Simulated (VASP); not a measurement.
# Co (P6_3/mmc) in VASP: further runs

Co is run at these levels: PBEsol; tasks: single point.

Program: VASP 6.6.1. These are calculated values, not measurements. Logs are shortened: lines on timing, memory, paths and dates and some standing lists are left out, and cuts for length are marked.

## Step 1: The cell of the first run

The structure is hexagonal, space group P6_3/mmc (No. 194). Conventional cell: a = 2.388 Å, b = 2.388 Å, c = 7.737 Å, α = 90.00°, β = 90.00°, γ = 120.00°. Within 3.1 Å of Co (site symmetry -3m) lie 12 Co at 2.38 to 2.39 Å. Within 3.1 Å of Co (site symmetry -6m2) lie 12 Co at 2.38 to 2.39 Å.

## Step 2: Single point, PBEsol, collinear spin, ferromagnetic start (9.55 Å³/atom)

Input file INCAR:

```
  PREC = Accurate
  ENCUT = 520
  EDIFF = 1E-6
  ISMEAR = -1
  SIGMA = 0.05
  LREAL = F
  LASPH = T
  NELM = 150
  ALGO = Normal
  ISIF = 2
  LWAVE = F
  LCHARG = F
  ISPIN = 2
  MAGMOM = 1.653 1.653 1.672 1.672
  LORBIT = 11
  LMAXMIX = 4
  GGA = PS
  NBANDS = 30
```

Input file KPOINTS:

```
regular mesh
0
Gamma
  16 16 5
```

Input file POSCAR:

```
Co
1.0
    2.3875699117      0.0000000000      0.0000000000
   -1.1937849559      2.0676961969      0.0000000000
    0.0000000000      0.0000000000      7.7369711182
Co
4
Direct
    0.0000000000      0.0000000000      1.0000000000
    1.0000000000      1.0000000000      0.5000000000
    0.3333333333      0.6666666667      0.2500000000
    0.6666666667      0.3333333333      0.7500000000
```

Potentials or basis: VASP PAW PBE potentials, release 64 (Co).

Command:

```console
$ cat potpaw_PBE.64/Co/POTCAR > POTCAR
$ mpirun -np 1 vasp_std > vasp.out
```

OUTCAR:

```text
PREC = Accurate
   ENCUT = 520
   EDIFF = 1E-6
   ISMEAR = -1
   LREAL = F
   LASPH = T
   NELM = 150
   ISIF = 2
   ISPIN = 2
   LORBIT = 11
   GGA = PS

 ion  position               nearest neighbor table
   1  0.000  0.000  0.000-   3 2.38   4 2.38   4 2.38   3 2.38   4 2.38   3 2.38
   2  0.000  0.000  0.500-   3 2.38   4 2.38   4 2.38   3 2.38   4 2.38   3 2.38
   3  0.333  0.667  0.250-   1 2.38   2 2.38   1 2.38   2 2.38   1 2.38   2 2.38
   4  0.667  0.333  0.750-   1 2.38   2 2.38   1 2.38   2 2.38   1 2.38   2 2.38

  LATTYP: Found a hexagonal cell.
 ALAT       =     2.3875699117
 C/A-ratio  =     3.2405212850

  Lattice vectors:

 A1 = (   2.3875699117,   0.0000000000,   0.0000000000)
 A2 = (  -1.1937849559,   2.0676961969,   0.0000000000)
 A3 = (   0.0000000000,   0.0000000000,   7.7369711182)

Analysis of symmetry for initial positions (statically):
=====================================================================
 Subroutine PRICEL returns:
 Original cell was already a primitive cell.

 Routine SETGRP: Setting up the symmetry group for a
 hexagonal supercell.

 Subroutine GETGRP returns: Found 24 space group operations
 (whereof 12 operations were pure point group operations)
 out of a pool of 24 trial point group operations.

The static configuration has the point symmetry D_3d.
 The point group associated with its full space group is D_6h.

Analysis of symmetry for dynamics (positions and initial velocities):
=====================================================================
 Subroutine PRICEL returns:
 Original cell was already a primitive cell.

 Routine SETGRP: Setting up the symmetry group for a
 hexagonal supercell.

 Subroutine GETGRP returns: Found 24 space group operations
 (whereof 12 operations were pure point group operations)
 out of a pool of 24 trial point group operations.

The dynamic configuration has the point symmetry D_3d.
 The point group associated with its full space group is D_6h.

Analysis of structural, dynamic, and magnetic symmetry:
=====================================================================
 Subroutine PRICEL returns:
 Original cell was already a primitive cell.

 Routine SETGRP: Setting up the symmetry group for a
 hexagonal supercell.

 Subroutine GETGRP returns: Found 24 space group operations
 (whereof 12 operations were pure point group operations)
 out of a pool of 24 trial point group operations.

The overall configuration has the point symmetry D_3d.
 The point group associated with its full space group is D_6h.

 Subroutine INISYM returns: Found 24 space group operations
 (whereof 12 operations are pure point group operations),
 and found     1 'primitive' translations

----------------------------------------------------------------------------------------

                                     Primitive cell

  volume of cell :      38.1956

  direct lattice vectors                    reciprocal lattice vectors
     2.387569912  0.000000000  0.000000000     0.418835903  0.241815021  0.000000000
    -1.193784956  2.067696197  0.000000000     0.000000000  0.483630043  0.000000000
     0.000000000  0.000000000  7.736971118     0.000000000  0.000000000  0.129249545

  length of vectors
     2.387569912  2.387569912  7.736971118     0.483630043  0.483630043  0.129249545

  position of ions in fractional coordinates (direct lattice)
     0.000000000  0.000000000  0.000000000
     0.000000000  0.000000000  0.500000000
     0.333333333  0.666666667  0.250000000
     0.666666667  0.333333333  0.750000000

  ion indices of the primitive-cell ions
   primitive index   ion index
                 1           1
                 2           2
                 3           3
                 4           4

----------------------------------------------------------------------------------------

 KPOINTS: regular mesh

Automatic generation of k-mesh.
 Grid dimensions read from file:
 generate k-points for:   16   16    5

 Generating k-lattice:

  Cartesian coordinates                     Fractional coordinates (reciprocal lattice)
     0.026177244  0.015113439  0.000000000     0.062500000 -0.000000000  0.000000000
     0.000000000  0.030226878  0.000000000     0.000000000  0.062500000  0.000000000
     0.000000000  0.000000000  0.025849909     0.000000000  0.000000000  0.200000000

  Length of vectors
     0.030226878  0.030226878  0.025849909

  Shift w.r.t. Gamma in fractional coordinates (k-lattice)
     0.000000000  0.000000000  0.000000000

 Subroutine IBZKPT returns following result:
 ===========================================

 Found     90 irreducible k-points:

 Following reciprocal coordinates:
            Coordinates               Weight
  0.000000  0.000000  0.000000      1.000000
  0.062500 -0.000000  0.000000      6.000000
  0.125000 -0.000000  0.000000      6.000000
  0.187500 -0.000000  0.000000      6.000000
  0.250000 -0.000000  0.000000      6.000000
  0.312500  0.000000  0.000000      6.000000
[... 16 lines left out ...]
  0.187500  0.187500  0.000000      6.000000
  0.250000  0.187500  0.000000     12.000000
 [... further k-points ...]
   k-points           NKPTS =     90   k-points in BZ     NKDIM =     90   number of bands    NBANDS=     30
   number of dos      NEDOS =    301   number of ions     NIONS =      4
   total plane-waves  NPLWV =  19440
   dimension x,y,z NGX =    18 NGY =   18 NGZ =   60
   dimension x,y,z NGXF=    36 NGYF=   36 NGZF=  120
   ions per type =               4
   NGX,Y,Z   is equivalent  to a cutoff of  12.53, 12.53, 12.89 a.u.
   NGXF,Y,Z  is equivalent  to a cutoff of  25.07, 25.07, 25.78 a.u.
 SYSTEM =  unknown system
   PREC   = accura    normal or accurate (medium, high low for compatibility)
   ISTART =      0    job   : 0-new  1-cont  2-samecut
   ICHARG =      2    charge: 1-file 2-atom 10-const
   ISPIN  =      2    spin polarized calculation?
   LNONCOLLINEAR =      F non collinear calculations
   LSORBIT =      F    spin-orbit coupling
   LASPH  =      T    aspherical Exc in radial PAW
   ENCUT  =  520.0 eV  38.22 Ry    6.18 a.u.   4.44  4.44 14.39*2*pi/ulx,y,z
   NELM   =    150;   NELMIN=  2; NELMDL= -5     # of ELM steps
   EDIFF  = 0.1E-05   stopping-criterion for ELM
   LREAL  =      F    real-space projection
   EDIFFG = 0.1E-04   stopping-criterion for IOM
   NSW    =      0    number of steps for IOM
   IBRION =     -1    ionic relax: 0-MD 1-quasi-New 2-CG
   NFREE  =      0    steps in history (QN), initial steepest desc. (CG)
   ISIF   =      2    stress and relaxation
   ISYM   =      2    0-nonsym 1-usesym 2-fastsym
   POTIM  = 0.5000    time-step for ionic-motion
   TEBEG  =    0.0;   TEEND  =   0.0 temperature during run
   PSTRESS=    0.0 pullay stress
   NELECT =      36.0000    total number of electrons
   NUPDOWN=      -1.0000    fix difference up-down
   EMIN   =  10.00;   EMAX   =-10.00  energy-range for DOS
   EFERMI =   0.00;   METHOD = LEGACY
   ISMEAR =    -1;   SIGMA  =   0.05  broadening in eV -4-tet -1-fermi 0-gaus
   EFERMI_NEDOS =   21; number of points for ismear=-14 and -15
   IALGO  =     38    algorithm
   IMIX   =      4    mixing-type and parameters
     AMIX     =   0.40;   BMIX     =  1.00
     AMIX_MAG =   1.60;   BMIX_MAG =  1.00
  volume/ion in A,a.u.               =       9.55        64.44
  Fermi-wavevector in a.u.,A,eV,Ry     =   1.605109  3.033215 35.053687  2.576373
  Thomas-Fermi vector in A             =   2.701507
   LORBIT       =     11    0 simple, 1 ext, 2 COOP (PROOUT), +10 PAW based schemes
   GGA     = PS    functional components
   LHFCALC =     F    Hartree Fock is set to
   AEXX    =    0.0000 exact exchange contribution
   IVDW    =     0    specifies the selected vdW correction
   LEPSILON=     F    determine dielectric tensor
   LRPA    =     F    only Hartree local field effects (RPA)
 spin polarized calculation
  energy-cutoff  :      520.00
  volume of cell :       38.20
 maximum number of plane-waves:      1061
 NGX is ok and might be reduce to    18
   NGX =  9   NGY =  9   NGZ = 29

 number of electron      36.0000048 magnetization       6.1179591

 Free energy of the ion-electron system (eV)
  ---------------------------------------------------
  ext. energy  EPLUGINS =         0.00000000
  ---------------------------------------------------
  free energy    TOTEN  =       -30.70710492 eV

  energy without entropy =      -30.67867780  energy(sigma->0) =      -30.69289136

 E-fermi :  12.0501     XC(G=0): -14.3523

 val. band max:       12.0497165921   @ k =   0.1875   0.1250   0.0000
 cond. band min:      12.0531212060   @ k =   0.0000   0.0000   0.2000
 fundamental gap:      0.0034046139
 Fermi energy:        12.0501233251

 spin component 1

 k-point     1 :       0.0000    0.0000    0.0000
  band No.  band energies     occupation
      1       2.2467      1.00000
      2       4.6692      1.00000
      3       4.6855      1.00000
      4       6.2175      1.00000
      5       8.7915      1.00000
      6       8.8257      1.00000
[... 781 lines left out ...]
     29      25.3199      0.00000
     30      26.8816      0.00000

 [... further k-points ...]

 spin component 2

 k-point     1 :       0.0000    0.0000    0.0000
  band No.  band energies     occupation
      1       2.3451      1.00000
      2       4.8501      1.00000
      3       4.8533      1.00000
      4       7.1143      1.00000
      5      10.0467      1.00000
      6      10.0989      1.00000
[... 781 lines left out ...]
     29      25.9023      0.00000
     30      27.4067      0.00000

 [... further k-points ...]

------------------------ aborting loop because EDIFF is reached ----------------------------------------

  FORCE on cell =-STRESS in cart. coord.  units (eV):
  Direction    XX          YY          ZZ          XY          YZ          ZX
  --------------------------------------------------------------------------------------
  -------------------------------------------------------------------------------------
  Total        5.7344833      5.7344833      5.7470258     -0.0000000     -0.0000000      0.0000000
  in kB      240.5420867    240.5420867    241.0682005     -0.0000000     -0.0000000      0.0000000
  external PRESSURE =     240.7174580 kB  Pullay stress =       0.0000000 kB

 VOLUME and BASIS-vectors are now :
 -----------------------------------------------------------------------------
  energy-cutoff  :      520.00
  volume of cell :       38.20
      direct lattice vectors                 reciprocal lattice vectors
     2.387569912  0.000000000  0.000000000     0.418835903  0.241815021  0.000000000
    -1.193784956  2.067696197  0.000000000     0.000000000  0.483630043  0.000000000
     0.000000000  0.000000000  7.736971118     0.000000000  0.000000000  0.129249545

 POSITION                                       TOTAL-FORCE (eV/Angst)
 -----------------------------------------------------------------------------------
      0.00000      0.00000      0.00000         0.000000      0.000000      0.000000
      0.00000      0.00000      3.86849         0.000000      0.000000      0.000000
     -0.00000      1.37846      1.93424        -0.000000      0.000000     -0.000000
      1.19378      0.68923      5.80273         0.000000     -0.000000      0.000000
 -----------------------------------------------------------------------------------
    total drift:                                0.000000     -0.000000      0.000000

  FREE ENERGIE OF THE ION-ELECTRON SYSTEM (eV)
  ---------------------------------------------------
  free  energy   TOTEN  =       -30.7071049233 eV

  energy  without entropy=      -30.6786778042  energy(sigma->0) =      -30.69289136

 total charge

# of ion       s       p       d       tot
------------------------------------------
    1        0.549   0.647   7.361   8.556
    2        0.549   0.647   7.361   8.556
    3        0.548   0.650   7.353   8.551
    4        0.548   0.650   7.353   8.551
--------------------------------------------------
tot          2.194   2.593  29.428  34.215

 magnetization (x)

# of ion       s       p       d       tot
------------------------------------------
    1       -0.015  -0.048   1.573   1.509
    2       -0.015  -0.048   1.573   1.509
    3       -0.015  -0.049   1.596   1.532
    4       -0.015  -0.049   1.596   1.532
--------------------------------------------------
tot         -0.059  -0.196   6.338   6.083
```

It took 8 min on 1 thread of Intel Xeon 8259CL, shared host; peak memory 0.23 GiB.

What came out:

```yaml
Free_energy: -30.7071 eV
Pressure: 24.1 GPa
Net_moment: 6.12 μB per cell
Site_moments: Co +1.51, +1.53 (each value once) μB
Valence_electrons_inside_the_program's_atomic_spheres: Co 8.56, 8.55 (each value once)
```

Levels at points of the mesh, in eV from the Fermi level:
Spin up:
```csv
k point,band 18,band 19,band 20,band 21,band 22,band 23,band 24,band 25
"(0.00, 0.00, 0.00)",-1.39,-1.39,-1.00,-1.00,-0.52,-0.52,-0.28,7.49
"(0.50, 0.00, 0.00)",-0.28,-0.24,-0.22,0.25,1.48,2.97,3.63,8.10
```
Spin down:
```tsv
k point	band 11	band 12	band 13	band 14	band 15	band 16	band 17	band 18
(0.00, 0.00, 0.00)	-1.33	-1.07	-1.07	-1.00	-1.00	-0.21	-0.05	-0.05
(0.50, 0.00, 0.00)	-0.96	-0.21	-0.18	0.57	1.32	1.35	1.39	1.40
```

Caveat: the cell stands under pressure; the PAW data sets were made with another functional, which shifts forces and pressure a little.

## Step 3: Single point, PBEsol, collinear spin, ferromagnetic start (11.21 Å³/atom)

This run uses another cell than the first one, of 11.21 Å³/atom.

Input file INCAR:

```
PREC = Accurate
ENCUT = 520
EDIFF = 1E-6
ISMEAR = -1
SIGMA = 0.05
LREAL = False
LASPH = True
NELM = 150
ALGO = Normal
ISIF = 2
LWAVE = False
LCHARG = False
ISPIN = 2
MAGMOM = 1.653 1.653 1.672 1.672
LORBIT = 11
LMAXMIX = 4
GGA = PS
NBANDS = 30
```

KPOINTS is that of step 2.

Input file POSCAR:

```
Co
1.0
    2.5186463787      0.0000000000      0.0000000000
   -1.2593231894      2.1812117471      0.0000000000
    0.0000000000      0.0000000000      8.1617516017
Co
4
Direct
    0.0000000000      0.0000000000      1.0000000000
    0.0000000000      0.0000000000      0.5000000000
    0.3333333333      0.6666666667      0.2500000000
    0.6666666667      0.3333333333      0.7500000000
```

Potentials or basis: VASP PAW PBE potentials, release 64 (Co).

Command:

```console
$ cat potpaw_PBE.64/Co/POTCAR > POTCAR
$ mpirun -np 1 vasp_std > vasp.out
```

Run time: 1.9 min. Hardware: 1 thread of Intel Xeon 6975P-C (Granite Rapids), shared host; peak memory 0.29 GiB.

It converged, with:

```
Free energy                                           : -30.7451 eV
Pressure                                              : -15.9 GPa
Net moment                                            : 6.55 μB per cell
Site moments                                          : Co +1.65, +1.67 (each value once) μB
Valence electrons inside the program's atomic spheres : Co 8.21
```

Stress tensor (GPa, compression positive):
```
-15.91   0.00   0.00
  0.00 -15.91   0.00
  0.00   0.00 -16.02
```

Levels at points of the mesh, in eV from the Fermi level:
Spin up:
| k point | band 19 | band 20 | band 21 | band 22 | band 23 | band 24 |
| --- | --- | --- | --- | --- | --- | --- |
| (0.00, 0.00, 0.00) | -1.51 | -1.20 | -1.20 | -0.83 | -0.83 | -0.21 |
| (0.50, 0.00, 0.00) | -0.61 | -0.58 | 0.19 | 1.28 | 2.27 | 2.87 |
Spin down:
```csv
k point,band 12,band 13,band 14,band 15,band 16,band 17
"(0.00, 0.00, 0.00)",-0.78,-0.78,-0.74,-0.74,-0.20,0.04
"(0.50, 0.00, 0.00)",-0.10,-0.07,0.49,1.11,1.14,1.17
```

Caveat: the cell stands under tension; the PAW data sets were made with another functional, which shifts forces and pressure a little.
